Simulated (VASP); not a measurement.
# Cu: single point with PBE

The system is Cu.

```
Cu
1.0
     4.61459    0.00000    0.00000
     0.00000    4.61459    0.00000
     0.00000    0.00000    4.61459
Cu
8
Direct
  0.00000 0.00000 0.00000
  0.50000 0.50000 0.50000
  0.25000 0.00000 0.50000
  0.75000 0.00000 0.50000
  0.50000 0.25000 0.00000
  0.50000 0.75000 0.00000
  0.00000 0.50000 0.25000
  0.00000 0.50000 0.75000
```

```
Program                : VASP 6.6.1
Task                   : single point
Functional             : PBE
Potentials or basis    : VASP PAW PBE potentials, release 64 (Cu)
Cutoff                 : 520 eV
k mesh                 : 7 × 7 × 7
Occupations            : fermi-dirac, width 0.1 eV
Spin                   : no spin polarisation
Dipole correction      : no
Further INCAR settings : ALGO = Normal; EDIFF = 1e-06; NBANDS = 54
```

```json
{
  "Pressure": "0.6 GPa",
  "Band gap on the k mesh": "zero (band 44 reaches 7.86 eV, above the bottom of band 45 at 6.57 eV)"
}
```

Levels at points of the mesh, in eV from the Fermi level:
| k point | band 40 | band 41 | band 42 | band 43 | band 44 | band 45 | band 46 | band 47 | band 48 | band 49 |
| --- | --- | --- | --- | --- | --- | --- | --- | --- | --- | --- |
| (0.00, 0.00, 0.00) | -1.64 | -1.64 | -0.14 | -0.14 | -0.14 | 1.01 | 1.01 | 1.16 | 6.27 | 6.27 |

Run time: 2.4 min on 1 thread of Intel Xeon 6975P-C, on a shared host, peak memory 0.24 GiB.
